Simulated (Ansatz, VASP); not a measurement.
## One calculation of BP, two programs

```
B P
1.0
     0.00000    2.04093    2.30250
     2.30250    0.00000    2.30250
     2.30250    2.04093    0.00000
B P
1 1
Cartesian
  0.0000 0.0000 0.0000
  3.4537 3.0614 3.4537
```

Alike in both runs: task single point; functional PBE; k mesh 12 × 12 × 12; occupations gaussian, width 0.05 eV; no spin polarisation.

```csv
,VASP,Ansatz
version,VASP 6.6.1,Ansatz 0.2.0
potentials or method,"VASP PAW PBE potentials, release 64 (B, P), cutoff 520 eV","scalar-relativistic, plane waves, PAW"
valence electrons in the cell,8,8
```

Ansatz gave:

```
gap on the k mesh at the Fermi level (eV)                     : none
pressure (GPa)                                                : 15.2
traceless stress, the component that is largest in VASP (GPa) : 18.31
```

Q: Which values does VASP return?

A: gap on the k mesh at the Fermi level (eV): none; pressure (GPa): 14.9; traceless stress, the component that is largest in VASP (GPa): 18.34.

A gap of «none» marks a metal or a gap that the smearing closes.
